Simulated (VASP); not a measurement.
# BAs (flat sheet) in VASP: a series of runs, part 2 of 2

VASP 6.6.1.

**3. Single point, PBE**

This run uses another cell than the first one, of 86.13 Å³/atom, 1.022 times its volume.

INCAR

```
SYSTEM = BAs
PREC     = Accurate       ! precision mode
ENCUT    = 520            ! plane-wave cutoff, eV
EDIFF    = 1E-7           ! SCF threshold, eV
ISMEAR   = 0              ! smearing method
SIGMA    = 0.05           ! smearing width, eV
LREAL    = .False.        ! projectors in reciprocal space
LASPH    = .True.         ! aspherical terms in the spheres
NELM     = 60             ! most SCF steps
ALGO     = Normal         ! electronic algorithm
ISIF     = 2              ! what is computed and relaxed
LWAVE    = .False.        ! write WAVECAR
LCHARG   = .False.        ! write CHGCAR
GGA      = PE             ! functional
NBANDS   = 31             ! bands
```

KPOINTS

```
regular mesh
0
Gamma
  1 1 6
  0 0 0
```

POSCAR

```
BAs
1.0
   15.8000000000      0.0000000000      0.0000000000
    0.0000000000      9.3000000000      0.0000000000
    0.0000000000      0.0000000000      5.8618861675
B As
5 5
Direct
    0.6071000493      0.5000000000      0.3333333333
    0.7142000985      0.5000000000      0.8333333333
    0.3928999507      0.5000000000      0.3333333333
    0.5000000000      0.5000000000      0.8333333333
    0.2857999015      0.5000000000      0.8333333333
    0.7142000985      0.5000000000      0.1666666667
    0.5000000000      0.5000000000      0.1666666667
    0.6071000493      0.5000000000      0.6666666667
    0.2857999015      0.5000000000      0.1666666667
    0.3928999507      0.5000000000      0.6666666667
```

Potentials or basis: VASP PAW PBE potentials, release 64 (B, As).

Run with:

```
$ cat potpaw_PBE.64/B/POTCAR potpaw_PBE.64/As/POTCAR > POTCAR
$ mpirun -np 1 vasp_std > vasp.out
```

OUTCAR:

```text
SYSTEM = BAs
   PREC = Accurate
   ENCUT = 520
   EDIFF = 1E-7
   ISMEAR = 0
   LREAL = .False.
   LASPH = .True.
   NELM = 60
   ISIF = 2
   GGA = PE

 ion  position               nearest neighbor table
   1  0.607  0.500  0.333-   6 1.95   7 1.95   8 1.95
   2  0.714  0.500  0.833-   8 1.95   6 1.95
   3  0.393  0.500  0.333-   9 1.95   7 1.95  10 1.95
   4  0.500  0.500  0.833-   8 1.95  10 1.95   7 1.95
   5  0.286  0.500  0.833-  10 1.95   9 1.95
   6  0.714  0.500  0.167-   1 1.95   2 1.95
   7  0.500  0.500  0.167-   1 1.95   3 1.95   4 1.95
   8  0.607  0.500  0.667-   2 1.95   4 1.95   1 1.95
   9  0.286  0.500  0.167-   3 1.95   5 1.95
  10  0.393  0.500  0.667-   5 1.95   4 1.95   3 1.95

  LATTYP: Found a simple orthorhombic cell.
 ALAT       =     5.8618861675
 B/A-ratio  =     1.5865200610
 C/A-ratio  =     2.6953781681

  Lattice vectors:

 A1 = (   0.0000000000,   0.0000000000,  -5.8618861675)
 A2 = (   0.0000000000,   9.3000000000,   0.0000000000)
 A3 = (  15.8000000000,   0.0000000000,   0.0000000000)

Analysis of symmetry for initial positions (statically):
=====================================================================
 Subroutine PRICEL returns:
 Original cell was already a primitive cell.

 Routine SETGRP: Setting up the symmetry group for a
 simple orthorhombic supercell.

 Subroutine GETGRP returns: Found  4 space group operations
 (whereof  4 operations were pure point group operations)
 out of a pool of  8 trial point group operations.

The static configuration has the point symmetry C_2v.

Analysis of symmetry for dynamics (positions and initial velocities):
=====================================================================
 Subroutine PRICEL returns:
 Original cell was already a primitive cell.

 Routine SETGRP: Setting up the symmetry group for a
 simple orthorhombic supercell.

 Subroutine GETGRP returns: Found  4 space group operations
 (whereof  4 operations were pure point group operations)
 out of a pool of  8 trial point group operations.

The dynamic configuration has the point symmetry C_2v.

 Subroutine INISYM returns: Found  4 space group operations
 (whereof  4 operations are pure point group operations),
 and found     1 'primitive' translations

----------------------------------------------------------------------------------------

                                     Primitive cell

  volume of cell :     861.3456

  direct lattice vectors                    reciprocal lattice vectors
    15.800000000  0.000000000  0.000000000     0.063291139  0.000000000  0.000000000
     0.000000000  9.300000000  0.000000000     0.000000000  0.107526882  0.000000000
     0.000000000  0.000000000  5.861886167     0.000000000  0.000000000  0.170593555

  length of vectors
    15.800000000  9.300000000  5.861886167     0.063291139  0.107526882  0.170593555

  position of ions in fractional coordinates (direct lattice)
     0.607100049  0.500000000  0.333333333
     0.714200099  0.500000000  0.833333333
     0.392899951  0.500000000  0.333333333
     0.500000000  0.500000000  0.833333333
     0.285799901  0.500000000  0.833333333
[... 47 lines left out ...]
  0.000000  0.000000  0.000000      1.000000
  0.000000  0.000000  0.166667      2.000000
  0.000000  0.000000  0.333333      2.000000
  0.000000  0.000000  0.500000      1.000000
   k-points           NKPTS =      4   k-points in BZ     NKDIM =      4   number of bands    NBANDS=     31
   number of dos      NEDOS =    301   number of ions     NIONS =     10
   total plane-waves  NPLWV = 403200
   dimension x,y,z NGX =   120 NGY =   70 NGZ =   48
   dimension x,y,z NGXF=   240 NGYF=  140 NGZF=   96
   ions per type =               5   5
   NGX,Y,Z   is equivalent  to a cutoff of  12.63, 12.51, 13.61 a.u.
   NGXF,Y,Z  is equivalent  to a cutoff of  25.25, 25.03, 27.23 a.u.
 SYSTEM =  BAs
   PREC   = accura    normal or accurate (medium, high low for compatibility)
   ISTART =      0    job   : 0-new  1-cont  2-samecut
   ICHARG =      2    charge: 1-file 2-atom 10-const
   ISPIN  =      1    spin polarized calculation?
   LNONCOLLINEAR =      F non collinear calculations
   LSORBIT =      F    spin-orbit coupling
   LASPH  =      T    aspherical Exc in radial PAW
   ENCUT  =  520.0 eV  38.22 Ry    6.18 a.u.  29.38 17.29 10.90*2*pi/ulx,y,z
   NELM   =     60;   NELMIN=  2; NELMDL= -5     # of ELM steps
   EDIFF  = 0.1E-06   stopping-criterion for ELM
   LREAL  =      F    real-space projection
   EDIFFG = 0.1E-05   stopping-criterion for IOM
   NSW    =      0    number of steps for IOM
   IBRION =     -1    ionic relax: 0-MD 1-quasi-New 2-CG
   NFREE  =      0    steps in history (QN), initial steepest desc. (CG)
   ISIF   =      2    stress and relaxation
   ISYM   =      2    0-nonsym 1-usesym 2-fastsym
   POTIM  = 0.5000    time-step for ionic-motion
   TEBEG  =    0.0;   TEEND  =   0.0 temperature during run
   PSTRESS=    0.0 pullay stress
   NELECT =      40.0000    total number of electrons
   NUPDOWN=      -1.0000    fix difference up-down
   EMIN   =  10.00;   EMAX   =-10.00  energy-range for DOS
   EFERMI =   0.00;   METHOD = LEGACY
   ISMEAR =     0;   SIGMA  =   0.05  broadening in eV -4-tet -1-fermi 0-gaus
   EFERMI_NEDOS =   21; number of points for ismear=-14 and -15
   IALGO  =     38    algorithm
   IMIX   =      4    mixing-type and parameters
     AMIX     =   0.40;   BMIX     =  1.00
     AMIX_MAG =   1.60;   BMIX_MAG =  1.00
  volume/ion in A,a.u.               =      86.13       581.26
  Fermi-wavevector in a.u.,A,eV,Ry     =   0.588440  1.111991  4.711179  0.346262
  Thomas-Fermi vector in A             =   1.635705
   LORBIT       =      0    0 simple, 1 ext, 2 COOP (PROOUT), +10 PAW based schemes
   GGA     = PE    functional components
   LHFCALC =     F    Hartree Fock is set to
   AEXX    =    0.0000 exact exchange contribution
   IVDW    =     0    specifies the selected vdW correction
   LEPSILON=     F    determine dielectric tensor
   LRPA    =     F    only Hartree local field effects (RPA)
 non-spin polarized calculation
 Gauss-broadening in eV      SIGMA  =   0.05
  energy-cutoff  :      520.00
  volume of cell :      861.35
 maximum number of plane-waves:     23242
 NGX is ok and might be reduce to   120
   NGX = 59   NGY = 35   NGZ = 21

 number of electron      39.9999999 magnetization

 Free energy of the ion-electron system (eV)
  ---------------------------------------------------
  ext. energy  EPLUGINS =         0.00000000
  ---------------------------------------------------
  free energy    TOTEN  =       -46.65475471 eV

  energy without entropy =      -46.63556247  energy(sigma->0) =      -46.64515859

 E-fermi :  -3.7398     XC(G=0):  -3.0078

 val. band max:       -3.7412028703   @ k =   0.0000   0.0000   0.3333
 cond. band min:      -3.7380438086   @ k =   0.0000   0.0000   0.1667
 fundamental gap:      0.0031590617
 Fermi energy:        -3.7397648267

 k-point     1 :       0.0000    0.0000    0.0000
  band No.  band energies     occupation
      1     -16.9053      2.00000
      2     -15.8785      2.00000
      3     -14.6640      2.00000
      4     -14.1895      2.00000
      5     -13.8597      2.00000
      6     -11.4238      2.00000
[... 125 lines left out ...]
     30       1.0269      0.00000
     31       1.4417      0.00000

------------------------ aborting loop because EDIFF is reached ----------------------------------------

  FORCE on cell =-STRESS in cart. coord.  units (eV):
  Direction    XX          YY          ZZ          XY          YZ          ZX
  --------------------------------------------------------------------------------------
  -------------------------------------------------------------------------------------
  Total        0.7707383      0.0364443     -4.7015554      0.0000000      0.0000000      0.0000000
  in kB        1.4336401      0.0677895     -8.7453003      0.0000000      0.0000000      0.0000000
  external PRESSURE =      -2.4146236 kB  Pullay stress =       0.0000000 kB

 VOLUME and BASIS-vectors are now :
 -----------------------------------------------------------------------------
  energy-cutoff  :      520.00
  volume of cell :      861.35
      direct lattice vectors                 reciprocal lattice vectors
    15.800000000  0.000000000  0.000000000     0.063291139  0.000000000  0.000000000
     0.000000000  9.300000000  0.000000000     0.000000000  0.107526882  0.000000000
     0.000000000  0.000000000  5.861886167     0.000000000  0.000000000  0.170593555

 POSITION                                       TOTAL-FORCE (eV/Angst)
 -----------------------------------------------------------------------------------
      9.59218      4.65000      1.95396        -0.660526     -0.000000     -0.798419
     11.28436      4.65000      4.88491        -1.755770      0.000000      1.857520
      6.20782      4.65000      1.95396         0.660526     -0.000000     -0.798419
      7.90000      4.65000      4.88491        -0.000000     -0.000000      0.639672
      4.51564      4.65000      4.88491         1.755770     -0.000000      1.857520
     11.28436      4.65000      0.97698         1.707551      0.000000     -0.836487
      7.90000      4.65000      0.97698        -0.000000     -0.000000     -0.097123
      9.59218      4.65000      3.90792         0.991235     -0.000000     -0.493888
      4.51564      4.65000      0.97698        -1.707551     -0.000000     -0.836487
      6.20782      4.65000      3.90792        -0.991235     -0.000000     -0.493888
 -----------------------------------------------------------------------------------
    total drift:                               -0.000000      0.000000     -0.000362

  FREE ENERGIE OF THE ION-ELECTRON SYSTEM (eV)
  ---------------------------------------------------
  free  energy   TOTEN  =       -46.6547547136 eV

  energy  without entropy=      -46.6355624721  energy(sigma->0) =      -46.64515859
```

Wall time 4.1 min (1 thread of Intel Xeon Platinum 8375C at 2.90GHz (Ice Lake), shared host); peak memory 0.77 GiB.

Results:

```yaml
Free_energy: -46.6548 eV
Largest_force: 2.556 eV/Å
Band_gap_on_the_k_mesh: zero (band 20 reaches -3.66 eV, above the bottom of band 21 at -3.84 eV)
```

Forces on the atoms (eV/Å):
```
B   -0.661  0.000 -0.798
B   -1.756  0.000  1.858
B    0.661  0.000 -0.798
B    0.000  0.000  0.640
B    1.756  0.000  1.858
As   1.708  0.000 -0.836
As   0.000  0.000 -0.097
As   0.991  0.000 -0.494
As  -1.708  0.000 -0.836
As  -0.991  0.000 -0.494
```
